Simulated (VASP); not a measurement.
# TiC: single point with r2SCAN

TiC:

```xyz
2
Lattice="0.0000 2.2289 2.1315 2.2289 0.0000 2.1315 2.2289 2.2289 0.0000" Properties=species:S:1:pos:R:3 pbc="T T T"
Ti    0.0000    0.0000    0.0000
C     2.2289    2.2289    2.1315
```

This cell differs from its parent crystal: strain +0.030 along x and y, -0.015 along z.

| Item | Value |
| --- | --- |
| Program | VASP 6.6.1 |
| Task | single point |
| Functional | r2SCAN |
| Potentials or basis | VASP PAW PBE potentials, release 64 (Ti_sv, C) |
| Cutoff | 520 eV |
| k mesh | 18 × 18 × 18 |
| Occupations | gaussian, width 0.15 eV |
| Spin | no spin polarisation |

* Pressure: -8.9 GPa
* Band gap on the k mesh: zero (bands 8 and 9 overlap by 1.78 eV)

Stress tensor (GPa, compression positive):
```
-14.19   0.00   0.00
  0.00 -14.19   0.00
  0.00   0.00   1.82
```

Levels at points of the mesh, in eV from the Fermi level:
```
           k point  band 6  band 7  band 8  band 9  band 10  band 11
(0.00, 0.00, 0.00)    0.73    0.73    1.06    1.46     1.55     1.55
(0.50, 0.00, 0.00)   -5.91   -3.04   -3.00    2.87     3.06     4.15
(0.50, 0.50, 0.00)   -3.33   -1.44   -0.42   -0.42     2.59     3.57
(0.50, 0.00, 0.50)   -3.81   -1.38   -0.07   -0.07     2.54     3.41
```

Run time: 5.8 min on 1 thread of AMD EPYC 9R45 96-Core Processor (Zen 5) (shared host), peak memory 0.24 GiB.

Caveat: the cell differs from its parent crystal (strain +0.030 along x and y, -0.015 along z); the stress differs along the axes, from -14 to 2 GPa; the PAW data sets were made with another functional, which shifts forces and pressure a little.
